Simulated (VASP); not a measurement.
# SiC (a) (Cmc2_1) in VASP: further runs

Runs on SiC (a). Level: PBE. Tasks: single point.

All numbers are computed with VASP 6.6.1; they aren't measurements. Logs are shortened: lines on timing, memory, paths and dates and some standing lists are left out, and cuts for length are marked.

### Step 1. The cell of the first run

Symmetry: Cmc2_1, No. 36, orthorhombic system. The conventional cell has a = 3.130 Å, b = 5.352 Å, c = 5.018 Å, α = 90.00°, β = 90.00°, γ = 90.00°. Within 2.5 Å of Si (site symmetry m) lie 4 C at 1.89 to 1.91 Å. Within 2.5 Å of C (site symmetry m) lie 4 Si at 1.89 to 1.91 Å.

### Step 2. Single point, PBE

Contents of INCAR:

```
ALGO     = Normal         # electronic algorithm
EDIFF    = 1E-6           # SCF threshold, eV
ENCUT    = 600            # plane-wave cutoff, eV
GGA      = PE             # functional
GGA_COMPAT= F            
ISIF     = 2              # what is computed and relaxed
ISMEAR   = 0              # smearing method
LASPH    = T              # aspherical terms in the spheres
LCHARG   = F              # write CHGCAR
LREAL    = F              # projectors in reciprocal space
LWAVE    = F              # write WAVECAR
NBANDS   = 26             # bands
NELM     = 120            # most SCF steps
PREC     = Accurate       # precision mode
SIGMA    = 0.1            # smearing width, eV
```

Contents of KPOINTS:

```
k-points
0
Gamma
  6 4 4
```

Contents of POSCAR:

```
SiC
1.0
    3.1302445502      0.0000000000      0.0000000000
    0.0000000000      5.0180770378      0.0000000000
    0.0000000000      0.0000000000      5.3516237358
Si C
4 4
Direct
    0.0000000000      0.9989187390      0.3333333333
    0.5000000000      0.9989187390      0.8333333333
    0.5000000000      0.4989187390      0.1666666667
    0.0000000000      0.4989187390      0.6666666667
    0.0000000000      0.6230812610      0.3333333333
    0.5000000000      0.6230812610      0.8333333333
    0.5000000000      0.1230812610      0.1666666667
    0.0000000000      0.1230812610      0.6666666667
```

Potentials or basis: VASP PAW PBE potentials, release 64 (Si, C).

Launch:

```sh
> cat potpaw_PBE.64/Si/POTCAR potpaw_PBE.64/C/POTCAR > POTCAR
> mpirun -np 1 vasp_std > vasp.out
```

OUTCAR:

```text
EDIFF = 1E-6
   ENCUT = 600
   GGA = PE
   ISIF = 2
   ISMEAR = 0
   LASPH = T
   LREAL = F
   NELM = 120
   PREC = Accurate

 ion  position               nearest neighbor table
   1  0.000  0.999  0.333-   5 1.89   8 1.89   7 1.91   7 1.91   4 3.08   4 3.08   3 3.09   3 3.09
                             3 3.09   3 3.09   2 3.10   2 3.10   2 3.10   2 3.10
   2  0.500  0.999  0.833-   6 1.89   7 1.89   8 1.91   8 1.91   3 3.08   3 3.08   4 3.09   4 3.09
                             4 3.09   4 3.09   1 3.10   1 3.10   1 3.10   1 3.10
   3  0.500  0.499  0.167-   7 1.89   6 1.89   5 1.91   5 1.91   2 3.08   2 3.08   1 3.09   1 3.09
                             1 3.09   1 3.09   4 3.10   4 3.10   4 3.10   4 3.10
   4  0.000  0.499  0.667-   8 1.89   5 1.89   6 1.91   6 1.91   1 3.08   1 3.08   2 3.09   2 3.09
                             2 3.09   2 3.09   3 3.10   3 3.10   3 3.10   3 3.10
   5  0.000  0.623  0.333-   1 1.89   4 1.89   3 1.91   3 1.91
   6  0.500  0.623  0.833-   2 1.89   3 1.89   4 1.91   4 1.91
   7  0.500  0.123  0.167-   3 1.89   2 1.89   1 1.91   1 1.91
   8  0.000  0.123  0.667-   4 1.89   1 1.89   2 1.91   2 1.91

  LATTYP: Found a simple orthorhombic cell.
 ALAT       =     3.1302445502
 B/A-ratio  =     1.6030942495
 C/A-ratio  =     1.7096503644

  Lattice vectors:

 A1 = (   3.1302445502,   0.0000000000,   0.0000000000)
 A2 = (   0.0000000000,   5.0180770378,   0.0000000000)
 A3 = (   0.0000000000,   0.0000000000,   5.3516237358)

Analysis of symmetry for initial positions (statically):
=====================================================================
 Subroutine PRICEL returns following result:

  LATTYP: Found a base centered orthorhombic cell.
 ALAT       =     3.1302445502
 B/A-ratio  =     1.7096503644
 C/A-ratio  =     1.6030942495

  Lattice vectors:

 A1 = (   1.5651222751,   0.0000000000,   2.6758118679)
 A2 = (   1.5651222751,   0.0000000000,  -2.6758118679)
 A3 = (   0.0000000000,   5.0180770378,   0.0000000000)

   2 primitive cells build up your supercell.

 Routine SETGRP: Setting up the symmetry group for a
 simple orthorhombic supercell.

 Subroutine GETGRP returns: Found  4 space group operations
 (whereof  2 operations were pure point group operations)
 out of a pool of  8 trial point group operations.

The static configuration has the point symmetry C_1h.
 The point group associated with its full space group is C_2v.

Analysis of symmetry for dynamics (positions and initial velocities):
=====================================================================
 Subroutine PRICEL returns following result:

  LATTYP: Found a base centered orthorhombic cell.
 ALAT       =     3.1302445502
 B/A-ratio  =     1.7096503644
 C/A-ratio  =     1.6030942495

  Lattice vectors:

 A1 = (   1.5651222751,   0.0000000000,   2.6758118679)
 A2 = (   1.5651222751,   0.0000000000,  -2.6758118679)
 A3 = (   0.0000000000,   5.0180770378,   0.0000000000)

   2 primitive cells build up your supercell.

 Routine SETGRP: Setting up the symmetry group for a
 simple orthorhombic supercell.

 Subroutine GETGRP returns: Found  4 space group operations
 (whereof  2 operations were pure point group operations)
 out of a pool of  8 trial point group operations.

The dynamic configuration has the point symmetry C_1h.
 The point group associated with its full space group is C_2v.

 Subroutine INISYM returns: Found  4 space group operations
 (whereof  2 operations are pure point group operations),
 and found     2 'primitive' translations

----------------------------------------------------------------------------------------

                                     Primitive cell

  volume of cell :      42.0311

  direct lattice vectors                    reciprocal lattice vectors
     1.565122275  0.000000000  2.675811868     0.319463858  0.000000000  0.186859176
     1.565122275  0.000000000 -2.675811868     0.319463858  0.000000000 -0.186859176
     0.000000000  5.018077038  0.000000000     0.000000000  0.199279523  0.000000000

  length of vectors
     3.099931755  3.099931755  5.018077038     0.370099322  0.370099322  0.199279523

  position of ions in fractional coordinates (direct lattice)
     0.333333333  0.666666667  0.998918739
     0.666666667  0.333333333  0.498918739
     0.333333333  0.666666667  0.623081261
     0.666666667  0.333333333  0.123081261

  ion indices of the primitive-cell ions
   primitive index   ion index
                 1           1
                 2           4
                 3           5
                 4           8

----------------------------------------------------------------------------------------

 KPOINTS: k-points

Automatic generation of k-mesh.
 Grid dimensions read from file:
 generate k-points for:    6    4    4

 Generating k-lattice:

  Cartesian coordinates                     Fractional coordinates (reciprocal lattice)
[... 45 lines left out ...]
   EDIFF  = 0.1E-05   stopping-criterion for ELM
   LREAL  =      F    real-space projection
   EDIFFG = 0.1E-04   stopping-criterion for IOM
   NSW    =      0    number of steps for IOM
   IBRION =     -1    ionic relax: 0-MD 1-quasi-New 2-CG
   NFREE  =      0    steps in history (QN), initial steepest desc. (CG)
   ISIF   =      2    stress and relaxation
   ISYM   =      2    0-nonsym 1-usesym 2-fastsym
   POTIM  = 0.5000    time-step for ionic-motion
   TEBEG  =    0.0;   TEEND  =   0.0 temperature during run
   PSTRESS=    0.0 pullay stress
   NELECT =      32.0000    total number of electrons
   NUPDOWN=      -1.0000    fix difference up-down
   EMIN   =  10.00;   EMAX   =-10.00  energy-range for DOS
   EFERMI =   0.00;   METHOD = LEGACY
   ISMEAR =     0;   SIGMA  =   0.10  broadening in eV -4-tet -1-fermi 0-gaus
   EFERMI_NEDOS =   21; number of points for ismear=-14 and -15
   IALGO  =     38    algorithm
   IMIX   =      4    mixing-type and parameters
     AMIX     =   0.40;   BMIX     =  1.00
     AMIX_MAG =   1.60;   BMIX_MAG =  1.00
  volume/ion in A,a.u.               =      10.51        70.91
  Fermi-wavevector in a.u.,A,eV,Ry     =   1.186473  2.242108 19.153161  1.407718
  Thomas-Fermi vector in A             =   2.322645
   LORBIT       =      0    0 simple, 1 ext, 2 COOP (PROOUT), +10 PAW based schemes
   GGA     = PE    functional components
   LHFCALC =     F    Hartree Fock is set to
   AEXX    =    0.0000 exact exchange contribution
   IVDW    =     0    specifies the selected vdW correction
   LEPSILON=     F    determine dielectric tensor
   LRPA    =     F    only Hartree local field effects (RPA)
 non-spin polarized calculation
 Gauss-broadening in eV      SIGMA  =   0.10
  energy-cutoff  :      600.00
  volume of cell :       84.06
 maximum number of plane-waves:      2840
 NGX is ok and might be reduce to    28
   NGX = 13   NGY = 21   NGZ = 21

 number of electron      32.0000001 magnetization

 Free energy of the ion-electron system (eV)
  ---------------------------------------------------
  ext. energy  EPLUGINS =         0.00000000
  ---------------------------------------------------
  free energy    TOTEN  =       -60.18309314 eV

  energy without entropy =      -60.18309314  energy(sigma->0) =      -60.18309314

 E-fermi :   8.5508     XC(G=0): -11.2786

 val. band max:        8.0997441805   @ k =   0.0000   0.0000   0.0000
 cond. band min:      10.4289210515   @ k =   0.3333   0.0000   0.0000
 fundamental gap:      2.3291768710
 Fermi energy:         8.5507649802

 k-point     1 :       0.0000    0.0000    0.0000
  band No.  band energies     occupation
      1      -7.3639      2.00000
      2      -4.0738      2.00000
      3      -3.7186      2.00000
      4      -2.6575      2.00000
      5      -0.5026      2.00000
      6       0.5041      2.00000
[... 18 lines left out ...]
     25      15.7980      0.00000
     26      16.7865      0.00000

 k-point     2 :       0.1667    0.0000    0.0000
  band No.  band energies     occupation
      1      -7.0184      2.00000
      2      -3.7694      2.00000
      3      -3.4314      2.00000
      4      -2.6130      2.00000
      5      -0.1917      2.00000
      6       0.8355      2.00000
[... 18 lines left out ...]
     25      16.3599      0.00000
[... 608 lines left out ...]
     25      16.8525      0.00000
     26      16.8525      0.00000

 k-point    24 :       0.5000    0.5000    0.2500
  band No.  band energies     occupation
      1      -3.4010      2.00000
      2      -3.4010      2.00000
      3      -3.4010      2.00000
      4      -3.4010      2.00000
      5       0.3467      2.00000
      6       0.3467      2.00000
[... 18 lines left out ...]
     25      17.1934      0.00000
     26      17.1934      0.00000

 [... further k-points ...]
[... 5 lines left out ...]
  --------------------------------------------------------------------------------------
  -------------------------------------------------------------------------------------
  Total       -3.2191127      3.0844674     -0.2367773      0.0000000      0.0000000      0.0000000
  in kB      -61.3543840     58.7881247     -4.5128350      0.0000000      0.0000000      0.0000000
  external PRESSURE =      -2.3596981 kB  Pullay stress =       0.0000000 kB

 VOLUME and BASIS-vectors are now :
 -----------------------------------------------------------------------------
  energy-cutoff  :      600.00
  volume of cell :       84.06
      direct lattice vectors                 reciprocal lattice vectors
     3.130244550  0.000000000  0.000000000     0.319463858  0.000000000  0.000000000
     0.000000000  5.018077038  0.000000000     0.000000000  0.199279523  0.000000000
     0.000000000  0.000000000  5.351623736     0.000000000  0.000000000  0.186859176

 POSITION                                       TOTAL-FORCE (eV/Angst)
 -----------------------------------------------------------------------------------
      0.00000      5.01265      1.78387         0.000000      0.165894     -0.091586
      1.56512      5.01265      4.45969         0.000000      0.165894     -0.091586
      1.56512      2.50361      0.89194         0.000000      0.165894      0.091586
      0.00000      2.50361      3.56775         0.000000      0.165894      0.091586
      0.00000      3.12667      1.78387        -0.000000     -0.165894     -0.115714
      1.56512      3.12667      4.45969         0.000000     -0.165894     -0.115714
      1.56512      0.61763      0.89194        -0.000000     -0.165894      0.115714
      0.00000      0.61763      3.56775         0.000000     -0.165894      0.115714
 -----------------------------------------------------------------------------------
    total drift:                                0.000000     -0.000267      0.000001

  FREE ENERGIE OF THE ION-ELECTRON SYSTEM (eV)
  ---------------------------------------------------
  free  energy   TOTEN  =       -60.1830931398 eV

  energy  without entropy=      -60.1830931398  energy(sigma->0) =      -60.18309314
```

Wall time 70 s (1 thread of Intel Xeon 6975P-C, shared host); peak memory 0.25 GiB.

What came out:

```yaml
Free_energy: -60.1831 eV
Pressure: -0.2 GPa
Largest_force: 0.202 eV/Å
Band_gap_on_the_k_mesh: 2.33 eV
```

Forces on the atoms (eV/Å):
```
Si   0.000  0.166 -0.092
Si   0.000  0.166 -0.092
Si   0.000  0.166  0.092
Si   0.000  0.166  0.092
C    0.000 -0.166 -0.116
C    0.000 -0.166 -0.116
C    0.000 -0.166  0.116
C    0.000 -0.166  0.116
```

Levels at points of the mesh, in eV from the valence-band top:
```csv
k point,band 13,band 14,band 15,band 16,band 17,band 18,band 19,band 20
"(0.00, 0.00, 0.00)",-1.27,-0.08,-0.07,0.00,2.45,4.25,4.37,6.20
"(0.50, 0.00, 0.00)",-2.85,-2.85,-2.69,-2.69,3.18,3.18,6.78,6.78
"(0.00, 0.50, 0.00)",-0.83,-0.83,-0.76,-0.76,3.18,3.18,5.22,5.22
"(0.50, 0.50, 0.00)",-1.98,-1.98,-1.98,-1.98,4.91,4.91,4.91,4.91
"(0.00, 0.00, 0.50)",-1.03,-1.03,-0.68,-0.68,3.73,3.73,5.86,5.86
"(0.50, 0.00, 0.50)",-3.26,-3.26,-1.14,-1.14,2.68,2.68,4.30,4.30
"(0.00, 0.50, 0.50)",-1.85,-1.85,-1.85,-1.85,4.27,4.27,4.27,4.27
"(0.50, 0.50, 0.50)",-2.27,-2.27,-2.27,-2.27,3.31,3.31,3.31,3.31
```

A k mesh can miss the band edges.

### Step 3. Single point, PBE

Contents of INCAR:

```
SYSTEM = SiC
PREC = Accurate ; ENCUT = 600
EDIFF = 1E-6 ; ISMEAR = 0
SIGMA = 0.02 ; LREAL = .False.
LASPH = .True. ; NELM = 120
ALGO = Normal ; ISIF = 2
LWAVE = .False. ; LCHARG = .True.
GGA = PE ; LELF = .True.
LVHAR = .True. ; NBANDS = 26
GGA_COMPAT = .False.
```

Contents of KPOINTS:

```
regular mesh
0
Gamma
  10 6 6
  0 0 0
```

Contents of POSCAR:

```
SiC
1.0
    3.1302445502      0.0000000000      0.0000000000
    0.0000000000      5.0180770378      0.0000000000
    0.0000000000      0.0000000000      5.3478624882
Si C
4 4
Direct
    0.0000000000      0.9998051204      0.3332644414
    0.5000000000      0.9998051204      0.8332644414
    0.5000000000      0.4998051204      0.1667355586
    0.0000000000      0.4998051204      0.6667355586
    0.0000000000      0.6221948796      0.3321599037
    0.5000000000      0.6221948796      0.8321599037
    0.5000000000      0.1221948796      0.1678400963
    0.0000000000      0.1221948796      0.6678400963
```

Potentials or basis: VASP PAW PBE potentials, release 64 (Si, C).

Launch:

```sh
> cat potpaw_PBE.64/Si/POTCAR potpaw_PBE.64/C/POTCAR > POTCAR
> mpirun -np 1 vasp_std > vasp.out
```

It took 3.2 min on 1 thread of Intel Xeon 6975P-C, shared host; peak memory 0.34 GiB.

It converged, with:

| Item | Value |
| --- | --- |
| Free energy | -60.1931 eV |
| Pressure | -0.2 GPa |
| Band gap on the k mesh | 2.40 eV |

Stress tensor (GPa, compression positive):
```
-5.46  0.00  0.00
 0.00  5.19  0.00
 0.00  0.00 -0.20
```

Levels at points of the mesh, in eV from the valence-band top:
```
           k point  band 13  band 14  band 15  band 16  band 17  band 18  band 19  band 20
(0.00, 0.00, 0.00)    -1.31    -0.11    -0.02     0.00     2.43     4.23     4.38     6.21
(0.50, 0.00, 0.00)    -2.85    -2.85    -2.66    -2.66     3.23     3.23     6.81     6.81
(0.00, 0.50, 0.00)    -0.87    -0.87    -0.74    -0.74     3.19     3.19     5.20     5.20
(0.50, 0.50, 0.00)    -1.95    -1.95    -1.95    -1.95     4.91     4.91     4.91     4.91
(0.00, 0.00, 0.50)    -0.96    -0.96    -0.72    -0.72     3.72     3.72     5.84     5.84
(0.50, 0.00, 0.50)    -3.25    -3.25    -1.15    -1.15     2.69     2.69     4.35     4.35
(0.00, 0.50, 0.50)    -1.89    -1.89    -1.89    -1.89     4.27     4.27     4.27     4.27
(0.50, 0.50, 0.50)    -2.24    -2.24    -2.24    -2.24     3.32     3.32     3.32     3.32
```

### Step 4. Single point, PBE

Contents of INCAR:

```
SYSTEM = SiC
PREC = Accurate ; ENCUT = 600
EDIFF = 1E-6 ; ISMEAR = 0
SIGMA = 0.02 ; LREAL = .FALSE.
LASPH = .TRUE. ; NELM = 120
ALGO = Normal ; ISIF = 2
LWAVE = .FALSE. ; LCHARG = .TRUE.
GGA = PE ; LELF = .TRUE.
LVHAR = .TRUE. ; NBANDS = 26
GGA_COMPAT = .FALSE.
```

Contents of KPOINTS:

```
regular mesh
0
G
  10 6 6
  0 0 0
```

Contents of POSCAR:

```
SiC
1.0
    3.1302445502      0.0000000000      0.0000000000
    0.0000000000      5.0180770378      0.0000000000
    0.0000000000      0.0000000000      5.3516237358
Si C
4 4
Direct
    0.0000000000      0.9989187390      0.3333333333
    0.5000000000      0.9989187390      0.8333333333
    0.5000000000      0.4989187390      0.1666666667
    0.0000000000      0.4989187390      0.6666666667
    0.0000000000      0.6230812610      0.3333333333
    0.5000000000      0.6230812610      0.8333333333
    0.5000000000      0.1230812610      0.1666666667
    0.0000000000      0.1230812610      0.6666666667
```

Launch:

```sh
> cat potpaw_PBE.64/Si/POTCAR potpaw_PBE.64/C/POTCAR > POTCAR
> mpirun -np 1 vasp_std > vasp.out
```

It took 3.3 min on 1 thread of Intel Xeon 6975P-C, shared host; peak memory 0.35 GiB.

Results (log left out):

| Quantity | Value |
| --- | --- |
| Free energy | -60.1886 eV |
| Pressure | -0.2 GPa |
| Largest force | 0.198 eV/Å |
| Band gap on the k mesh | 2.36 eV |

Forces in eV/Å, atoms in the order of the input:
```
Si   0.000  0.163 -0.090
Si   0.000  0.163 -0.090
Si   0.000  0.163  0.090
Si   0.000  0.163  0.090
C    0.000 -0.163 -0.113
C    0.000 -0.163 -0.113
C    0.000 -0.163  0.113
C    0.000 -0.163  0.113
```

Stress tensor (GPa, compression positive):
```
-6.22  0.00  0.00
 0.00  5.92  0.00
 0.00  0.00 -0.41
```

Levels at points of the mesh, in eV from the valence-band top:
```tsv
k point	band 12	band 13	band 14	band 15	band 16	band 17	band 18	band 19	band 20	band 21
(0.00, 0.00, 0.00)	-1.39	-1.27	-0.08	-0.07	0.00	2.45	4.25	4.37	6.20	6.32
(0.50, 0.00, 0.00)	-4.66	-2.85	-2.85	-2.69	-2.69	3.18	3.18	6.78	6.78	7.81
(0.00, 0.50, 0.00)	-2.24	-0.83	-0.83	-0.76	-0.76	3.18	3.18	5.22	5.22	5.53
(0.50, 0.50, 0.00)	-4.59	-1.98	-1.98	-1.98	-1.98	4.91	4.91	4.91	4.91	6.89
(0.00, 0.00, 0.50)	-2.70	-1.03	-1.03	-0.68	-0.68	3.73	3.73	5.86	5.86	7.21
(0.50, 0.00, 0.50)	-3.35	-3.26	-3.26	-1.14	-1.14	2.68	2.68	4.30	4.30	6.79
(0.00, 0.50, 0.50)	-2.82	-1.85	-1.85	-1.85	-1.85	4.28	4.28	4.28	4.28	7.27
(0.50, 0.50, 0.50)	-2.44	-2.27	-2.27	-2.27	-2.27	3.31	3.31	3.31	3.31	5.26
```

### Step 5. The runs side by side

```tsv
cell	k mesh	smearing	gap on the mesh (eV)	pressure (GPa)	largest force (eV/Å)
a = 3.130, b = 5.018, c = 5.352 Å, 8 atoms	6 × 4 × 4	gaussian 0.1 eV	2.33	-0.2	0.20
a = 3.130, b = 5.018, c = 5.348 Å, 8 atoms	10 × 6 × 6	gaussian 0.02 eV	2.40	-0.2	-
a = 3.130, b = 5.018, c = 5.352 Å, 8 atoms	10 × 6 × 6	gaussian 0.02 eV	2.36	-0.2	0.20
```

Alike in all rows: task single point; level PBE; potentials or basis VASP PAW PBE potentials, release 64 (Si, C); no spin polarisation; cutoff (eV) 600.

Absolute energies hang on the potentials; compare differences alone.
